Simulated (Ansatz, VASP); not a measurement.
## One calculation of Mg2Sn, two programs

```
Mg Sn
1.0
     0.00000    3.40805    3.40805
     3.40805    0.00000    3.40805
     3.40805    3.40805    0.00000
Mg Sn
2 1
Cartesian
  1.7040 1.7040 1.7040
  5.1121 5.1121 5.1121
  0.0000 0.0000 0.0000
```

Alike in both runs: task single point; functional PBE; k mesh 10 × 10 × 10; occupations gaussian, width 0.05 eV; no spin polarisation.

|  | VASP | Ansatz |
| --- | --- | --- |
| version | VASP 6.6.1 | Ansatz 0.2.0 |
| potentials or method | VASP PAW PBE potentials, release 64 (Mg, Sn_d), cutoff 600 eV | scalar-relativistic, plane waves, PAW |
| valence electrons in the cell | 18 | 34 |

```csv
,VASP,Ansatz,Ansatz less VASP
gap on the k mesh at the Fermi level (eV),none,none,-
pressure (GPa),0.0,0.0,+0.01
```

A gap of «none» marks a metal or a gap that the smearing closes. VASP's potentials hold 18 valence electrons a cell and Ansatz's 34, so a difference there can come from the potentials and not from the codes.
